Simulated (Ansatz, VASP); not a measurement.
**SnO in VASP and in Ansatz**

File INCAR:

```
SYSTEM = SnO
PREC = Accurate
ENCUT = 600
EDIFF = 1E-6
ISMEAR = 0
SIGMA = 0.15
LREAL = .FALSE.
LASPH = .TRUE.
NELM = 120
ALGO = Normal
ISIF = 2
LWAVE = .FALSE.
LCHARG = .FALSE.
GGA = PS
IVDW = 12
NBANDS = 28
GGA_COMPAT = .FALSE.
```

File KPOINTS:

```
Automatic mesh
0
G
  12 12 10
  0 0 0
```

Contents of POSCAR:

```
SnO
1.0
    3.7703910616      0.0000000000      0.0000000000
    0.0000000000      3.7703910616      0.0000000000
    0.0000000000      0.0000000000      4.5633702865
Sn O
2 2
Direct
    0.0000000000      0.5000000000      0.2532585894
    0.5000000000      0.0000000000      0.7467414106
   -0.0562626080     -0.0562626080      0.0000000000
    0.5000000000      0.5000000000      0.0000000000
```

Input for Ansatz:

```yaml
crystal:
  lattice:
    - [3.7703910616, 0.0, 0.0]
    - [0.0, 3.7703910616, 0.0]
    - [0.0, 0.0, 4.5633702865]
  atoms:
    - { symbol: Sn, position: [0.0, 0.5, 0.2532585894] }
    - { symbol: Sn, position: [0.5, 0.0, 0.7467414106] }
    - { symbol: O, position: [-0.056262608, -0.056262608, 0.0] }
    - { symbol: O, position: [0.5, 0.5, 0.0] }
basis:
  ecutwfc: 420
kpoints:
  mp_grid: { grid: [12, 12, 10] }
hamiltonian:
  xc: pbesol
  dispersion: d3bj
scf:
  occupations: { method: gaussian, width: 0.15 }
output:
  forces: true
  stress: true
  eigenvalues: true
```

Alike in both runs: task single point; functional PBEsol; dispersion D3(BJ); k mesh 12 × 12 × 10; occupations gaussian, width 0.15 eV; no spin polarisation.

|  | VASP | Ansatz |
| --- | --- | --- |
| version | VASP 6.6.1 | Ansatz 0.2.0 |
| potentials or method | VASP PAW PBE potentials, release 64 (Sn_d, O), cutoff 600 eV | scalar-relativistic, plane waves, PAW |
| valence electrons in the cell | 40 | 40 |

Ansatz gave:

- gap on the k mesh at the Fermi level (eV): none
- pressure (GPa): 3.1
- traceless stress, the component that is largest in VASP (GPa): -2.66
- rms of the force components (eV/Å): 1.006

Task: Estimate VASP's values.

Result: gap on the k mesh at the Fermi level (eV): none; pressure (GPa): 3.4; traceless stress, the component that is largest in VASP (GPa): -2.75; rms of the force components (eV/Å): 1.022.

VASP's potentials were made for PBE, not for PBEsol. Atom by atom the forces differ by 0.037 eV/Å (rms over components). A gap of «none» marks a metal or a gap that the smearing closes.
